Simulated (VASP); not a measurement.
Write the native input for VASP 6.6.1 that does the following.

- Task: single point
- Functional: PBE
- Potentials or basis: VASP PAW PBE potentials, release 64 (Hf_pv, H)
- Cutoff: 520 eV
- k mesh: 6 × 6 × 6
- Occupations: gaussian, width 0.1 eV
- Spin: no spin polarisation
- Dipole correction: no
- Further INCAR settings: ALGO = Normal; EDIFF = 1e-07; NBANDS = 18

The structure of Hf2H lies in POSCAR:

```
Hf2H
1.0
    0.0000000000      3.1479995100      3.1479995100
    3.1479995100      0.0000000000      3.1479995100
    3.1479995100      3.1479995100      0.0000000000
Hf H
2 1
Direct
    0.2500000000      0.2500000000      0.2500000000
    0.7500000000      0.7500000000      0.7500000000
    0.0000000000      0.0000000000      0.0000000000
```

The input as run:

INCAR

```
PREC = Accurate
ENCUT = 520
EDIFF = 1E-7
ISMEAR = 0
SIGMA = 0.1
LREAL = False
LASPH = True
NELM = 80
ALGO = Normal
ISIF = 2
LWAVE = False
LCHARG = True
GGA = PE
LELF = True
LVHAR = True
NBANDS = 18
```

KPOINTS

```
regular mesh
0
Gamma
  6 6 6
```

Potentials or basis: VASP PAW PBE potentials, release 64 (Hf_pv, H).

Run with:

```bash
$ cat potpaw_PBE.64/Hf_pv/POTCAR potpaw_PBE.64/H/POTCAR > POTCAR
$ mpirun -np 1 vasp_std > vasp.out
```

Results of the run:

```
Pressure : -13.9 GPa
```

Wall time 14 s on 1 thread of Intel(R) Xeon(R) Platinum 8488C (Sapphire Rapids), on a shared host, peak memory 0.2 GiB.
